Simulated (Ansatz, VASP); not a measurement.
Hf: VASP beside Ansatz

```
Hf
1.0
     3.19670    0.00000    0.00000
    -1.59835    2.76842    0.00000
     0.00000    0.00000    5.00722
Hf
2
Cartesian
  0.0000 1.8456 1.2518
  1.5983 0.9228 3.7554
```

Change from the starting cell: zz strain of -1 %.

Alike in both runs: task single point; functional PBE; k mesh 13 × 13 × 7; occupations fermi-dirac, width 0.05 eV; no spin polarisation.

|  | VASP | Ansatz |
| --- | --- | --- |
| version | VASP 6.6.1 | Ansatz 0.2.0 |
| potentials or method | VASP PAW PBE potentials, release 64 (Hf_pv), cutoff 520 eV | all-electron LAPW, scalar-relativistic |

Ansatz gave:

```
pressure (GPa)                                                : 2.0
traceless stress, the component that is largest in VASP (GPa) : 0.87
```

Which values does VASP return?

Pressure (GPa): 1.5; traceless stress, the component that is largest in VASP (GPa): 0.79.

Ansatz ran all-electron here, and VASP with PAW potentials.

Neither program's run includes spin-orbit coupling.
